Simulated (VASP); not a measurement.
# Ti2AlB2 (P4/mbm) in VASP: further runs, part 2 of 2

VASP 6.6.1.

**3. Single point, r2SCAN**

The input, POSCAR:

```
Ti2AlB2
1.0
    5.8353360000      0.0000000000      0.0000000000
    0.0000000000      5.8353360000      0.0000000000
    0.0000000000      0.0000000000      3.1551180000
Ti Al B
4 2 4
Direct
    0.1800000000      0.6800000000      0.5000000000
    0.3200000000      0.1800000000      0.5000000000
    0.8200000000      0.3200000000      0.5000000000
    0.6800000000      0.8200000000      0.5000000000
    0.0000000000      0.0000000000      0.0000000000
    0.5000000000      0.5000000000      0.0000000000
    0.3890000000      0.8890000000      0.0000000000
    0.1110000000      0.3890000000      0.0000000000
    0.6110000000      0.1110000000      0.0000000000
    0.8890000000      0.6110000000      0.0000000000
```

The input, INCAR.step1:

```
SYSTEM = Ti2AlB2
PREC     = Accurate       ! precision mode
ENCUT    = 550            ! plane-wave cutoff, eV
ISMEAR   = 0              ! smearing method
SIGMA    = 0.2017         ! smearing width, eV
LREAL    = .FALSE.        ! projectors in reciprocal space
LASPH    = .TRUE.         ! aspherical terms in the spheres
NELM     = 120            ! most SCF steps
NBANDS   = 44             ! bands
NELECT   = 65.0         
GGA      = PE             ! functional
ALGO     = Normal         ! electronic algorithm
EDIFF    = 1E-5           ! SCF threshold, eV
LWAVE    = .TRUE.         ! write WAVECAR
LCHARG   = .FALSE.        ! write CHGCAR
GGA_COMPAT= .FALSE.
```

The input, INCAR.step2:

```
SYSTEM = Ti2AlB2
PREC     = Accurate       ! precision mode
ENCUT    = 550            ! plane-wave cutoff, eV
EDIFF    = 1E-6           ! SCF threshold, eV
ISMEAR   = 0              ! smearing method
SIGMA    = 0.2017         ! smearing width, eV
LREAL    = .FALSE.        ! projectors in reciprocal space
LASPH    = .TRUE.         ! aspherical terms in the spheres
NELM     = 120            ! most SCF steps
ALGO     = Normal         ! electronic algorithm
ISIF     = 2              ! what is computed and relaxed
LWAVE    = .FALSE.        ! write WAVECAR
LCHARG   = .TRUE.         ! write CHGCAR
METAGGA  = R2SCAN         ! meta-GGA
LMIXTAU  = .TRUE.       
LELF     = .TRUE.         ! ELF
LVHAR    = .TRUE.       
NBANDS   = 44             ! bands
NELECT   = 65.0         
ISTART   = 1            
GGA_COMPAT= .FALSE.
```

The input, KPOINTS:

```
Automatic mesh
0
Gamma
  3 3 6
  0.5 0.5 0.5
```

Potentials or basis: VASP PAW PBE potentials, release 64 (Ti_sv, Al, B).

Command:

```sh
$ cat potpaw_PBE.64/Ti_sv/POTCAR potpaw_PBE.64/Al/POTCAR potpaw_PBE.64/B/POTCAR > POTCAR
$ cp INCAR.step1 INCAR
$ mpirun -np 1 vasp_std > vasp.out
$ cp INCAR.step2 INCAR
$ mpirun -np 1 vasp_std > vasp.out
```

OUTCAR:

```text
SYSTEM = Ti2AlB2
   PREC = Accurate
   ENCUT = 550
   EDIFF = 1E-6
   ISMEAR = 0
   LREAL = .FALSE.
   LASPH = .TRUE.
   NELM = 120
   ISIF = 2
   METAGGA = R2SCAN
   NELECT = 65.0
   ISTART = 1

 ion  position               nearest neighbor table
   1  0.180  0.680  0.500-   7 2.34   7 2.34  10 2.35   8 2.35   8 2.35  10 2.35   6 2.66   6 2.66
                             5 2.66   5 2.66
   2  0.320  0.180  0.500-   8 2.34   8 2.34   9 2.35   7 2.35   7 2.35   9 2.35   6 2.66   6 2.66
                             5 2.66   5 2.66
   3  0.820  0.320  0.500-   9 2.34   9 2.34  10 2.35   8 2.35   8 2.35  10 2.35   6 2.66   6 2.66
                             5 2.66   5 2.66
   4  0.680  0.820  0.500-  10 2.34  10 2.34   7 2.35   7 2.35   9 2.35   9 2.35   6 2.66   6 2.66
                             5 2.66   5 2.66
   5  0.000  0.000  0.000-   7 2.36   8 2.36   9 2.36  10 2.36   1 2.66   2 2.66   3 2.66   4 2.66
                             1 2.66   2 2.66   3 2.66   4 2.66
   6  0.500  0.500  0.000-   7 2.36   8 2.36   9 2.36  10 2.36   1 2.66   2 2.66   3 2.66   4 2.66
                             1 2.66   2 2.66   3 2.66   4 2.66
   7  0.389  0.889  0.000-   9 1.83   1 2.34   1 2.34   2 2.35   4 2.35   2 2.35   4 2.35   5 2.36
                             6 2.36
   8  0.111  0.389  0.000-  10 1.83   2 2.34   2 2.34   1 2.35   1 2.35   3 2.35   3 2.35   5 2.36
                             6 2.36
   9  0.611  0.111  0.000-   7 1.83   3 2.34   3 2.34   2 2.35   2 2.35   4 2.35   4 2.35   5 2.36
                             6 2.36
  10  0.889  0.611  0.000-   8 1.83   4 2.34   4 2.34   3 2.35   1 2.35   3 2.35   1 2.35   5 2.36
                             6 2.36

  LATTYP: Found a simple tetragonal cell.
 ALAT       =     5.8353360000
 C/A-ratio  =     0.5406917442

  Lattice vectors:

 A1 = (   5.8353360000,   0.0000000000,   0.0000000000)
 A2 = (   0.0000000000,   5.8353360000,   0.0000000000)
 A3 = (   0.0000000000,   0.0000000000,   3.1551180000)

Analysis of symmetry for initial positions (statically):
[... 155 lines left out ...]
   IVDW    =     0    specifies the selected vdW correction
   LEPSILON=     F    determine dielectric tensor
   LRPA    =     F    only Hartree local field effects (RPA)
 non-spin polarized calculation
 Gauss-broadening in eV      SIGMA  =   0.20
  energy-cutoff  :      550.00
  volume of cell :      107.44
 maximum number of plane-waves:      3172
 NGX is ok and might be reduce to    48
   NGX = 23   NGY = 23   NGZ = 13

 number of electron      64.9999987 magnetization

 Free energy of the ion-electron system (eV)
  ---------------------------------------------------
  ext. energy  EPLUGINS =         0.00000000
  ---------------------------------------------------
  free energy    TOTEN  =      -111.66727424 eV

  energy without entropy =     -111.59875229  energy(sigma->0) =     -111.63301327

 E-fermi :   9.8589     XC(G=0): -13.0523

 val. band max:        9.6554571475   @ k =   0.5000   0.1667   0.0833
 cond. band min:       9.8902757470   @ k =   0.1667   0.1667   0.0833
 fundamental gap:      0.2348185995
 Fermi energy:         9.8588709358

 k-point     1 :       0.1667    0.1667    0.0833
  band No.  band energies     occupation
      1     -49.1686      2.00000
      2     -49.1333      2.00000
      3     -49.1277      2.00000
      4     -49.1163      2.00000
      5     -24.6264      2.00000
      6     -24.5935      2.00000
[... 412 lines left out ...]
     43      13.4075      0.00000
     44      13.4075      0.00000

------------------------ aborting loop because EDIFF is reached ----------------------------------------

  FORCE on cell =-STRESS in cart. coord.  units (eV):
  Direction    XX          YY          ZZ          XY          YZ          ZX
  --------------------------------------------------------------------------------------
  -------------------------------------------------------------------------------------
  Total      -10.2016680    -10.2016680      1.7085721      0.0000000      0.0000000      0.0000000
  in kB     -152.1368515   -152.1368515     25.4798316      0.0000000      0.0000000      0.0000000
  external PRESSURE =     -92.9312905 kB  Pullay stress =       0.0000000 kB

 VOLUME and BASIS-vectors are now :
 -----------------------------------------------------------------------------
  energy-cutoff  :      550.00
  volume of cell :      107.44
      direct lattice vectors                 reciprocal lattice vectors
     5.835336000  0.000000000  0.000000000     0.171369738  0.000000000  0.000000000
     0.000000000  5.835336000  0.000000000     0.000000000  0.171369738  0.000000000
     0.000000000  0.000000000  3.155118000     0.000000000  0.000000000  0.316945357

 POSITION                                       TOTAL-FORCE (eV/Angst)
 -----------------------------------------------------------------------------------
      1.05036      3.96803      1.57756        -0.408061     -0.408061     -0.000000
      1.86731      1.05036      1.57756         0.408061     -0.408061     -0.000000
      4.78498      1.86731      1.57756         0.408061      0.408061      0.000000
      3.96803      4.78498      1.57756        -0.408061      0.408061      0.000000
      0.00000      0.00000      0.00000        -0.000000     -0.000000      0.000000
      2.91767      2.91767      0.00000        -0.000000     -0.000000      0.000000
      2.26995      5.18761      0.00000         0.547705      0.547705     -0.000000
      0.64772      2.26995      0.00000        -0.547705      0.547705     -0.000000
      3.56539      0.64772      0.00000        -0.547705     -0.547705      0.000000
      5.18761      3.56539      0.00000         0.547705     -0.547705      0.000000
 -----------------------------------------------------------------------------------
    total drift:                                0.000000      0.000000     -0.000000

  FREE ENERGIE OF THE ION-ELECTRON SYSTEM (eV)
  ---------------------------------------------------
  free  energy   TOTEN  =      -111.6672742433 eV

  energy  without entropy=     -111.5987522894  energy(sigma->0) =     -111.63301327
```

OUTCAR.step1:

```text
SYSTEM = Ti2AlB2
   PREC = Accurate
   ENCUT = 550
   ISMEAR = 0
   LREAL = .FALSE.
   LASPH = .TRUE.
   NELM = 120
[... 671 lines left out ...]
      0.64772      2.26995      0.00000        -0.580305      0.580305     -0.000000
      3.56539      0.64772      0.00000        -0.580305     -0.580305      0.000000
      5.18761      3.56539      0.00000         0.580305     -0.580305      0.000000
 -----------------------------------------------------------------------------------
    total drift:                                0.000000      0.000000     -0.000000

  FREE ENERGIE OF THE ION-ELECTRON SYSTEM (eV)
  ---------------------------------------------------
  free  energy   TOTEN  =       -82.0192895003 eV

  energy  without entropy=      -81.9448869612  energy(sigma->0) =      -81.98208823
```

Run time: 3.9 min. Hardware: 1 thread of AMD EPYC 7R43 (Zen 3), shared host; peak memory 0.22 GiB.

Results:

```
Free energy   : -111.6673 eV
Largest force : 0.775 eV/Å
```

Forces on the atoms (eV/Å):
```
Ti  -0.408 -0.408  0.000
Ti   0.408 -0.408  0.000
Ti   0.408  0.408  0.000
Ti  -0.408  0.408  0.000
Al   0.000  0.000  0.000
Al   0.000  0.000  0.000
B    0.548  0.548  0.000
B   -0.548  0.548  0.000
B   -0.548 -0.548  0.000
B    0.548 -0.548  0.000
```

Caveat: the cell carries a net charge on a neutralising background, which shifts energy and pressure; the cell is charged against a uniform background, so pressure and absolute levels hang on convention; the PAW data sets were made with another functional, which shifts forces and pressure a little.

**4. Single point, r2SCAN**

POSCAR is that of step 3.

The input, INCAR.step1:

```
ALGO = Normal
EDIFF = 1E-5
ENCUT = 550
GGA = PE
GGA_COMPAT = False
ISMEAR = 0
LASPH = True
LCHARG = False
LREAL = False
LWAVE = True
NBANDS = 44
NELM = 120
PREC = Accurate
SIGMA = 0.2017
```

The input, INCAR.step2:

```
ALGO = Normal
EDIFF = 1E-6
ENCUT = 550
GGA_COMPAT = False
ISIF = 2
ISMEAR = 0
ISTART = 1
LASPH = True
LCHARG = False
LMIXTAU = True
LREAL = False
LWAVE = False
METAGGA = R2SCAN
NBANDS = 44
NELM = 120
PREC = Accurate
SIGMA = 0.2017
```

The input, KPOINTS:

```
k-points
0
Gamma
  3 3 6
```

Command:

```sh
$ cat potpaw_PBE.64/Ti_sv/POTCAR potpaw_PBE.64/Al/POTCAR potpaw_PBE.64/B/POTCAR > POTCAR
$ cp INCAR.step1 INCAR
$ mpirun -np 1 vasp_std > vasp.out
$ cp INCAR.step2 INCAR
$ mpirun -np 1 vasp_std > vasp.out
```

Run time: 4.9 min. Hardware: 1 thread of AMD EPYC 7R43 (Zen 3), shared host; peak memory 0.23 GiB.

Results (log left out):

```yaml
Free_energy: -101.7178 eV
Pressure: 7.5 GPa
Largest_force: 0.780 eV/Å
Band_gap_on_the_k_mesh: zero (bands 33 and 34 overlap by 0.72 eV)
```

Forces on the atoms (eV/Å):
```
Ti  -0.439 -0.439  0.000
Ti   0.439 -0.439  0.000
Ti   0.439  0.439  0.000
Ti  -0.439  0.439  0.000
Al   0.000  0.000  0.000
Al   0.000  0.000  0.000
B    0.551  0.551  0.000
B   -0.551  0.551  0.000
B   -0.551 -0.551  0.000
B    0.551 -0.551  0.000
```

Stress tensor (GPa, compression positive):
```
 0.26  0.00  0.00
 0.00  0.26  0.00
 0.00  0.00 21.88
```

Levels at points of the mesh, in eV from the Fermi level:
| k point | band 28 | band 29 | band 30 | band 31 | band 32 | band 33 | band 34 | band 35 | band 36 | band 37 |
| --- | --- | --- | --- | --- | --- | --- | --- | --- | --- | --- |
| (0.00, 0.00, 0.00) | -1.70 | -0.98 | -0.98 | -0.59 | -0.59 | -0.19 | -0.13 | 0.11 | 0.32 | 1.55 |
| (0.00, 0.00, 0.50) | -3.23 | -3.15 | -2.88 | -2.44 | -0.35 | 0.12 | 0.12 | 0.22 | 0.22 | 0.31 |

Caveat: the cell stands under pressure; the PAW data sets were made with another functional, which shifts forces and pressure a little.
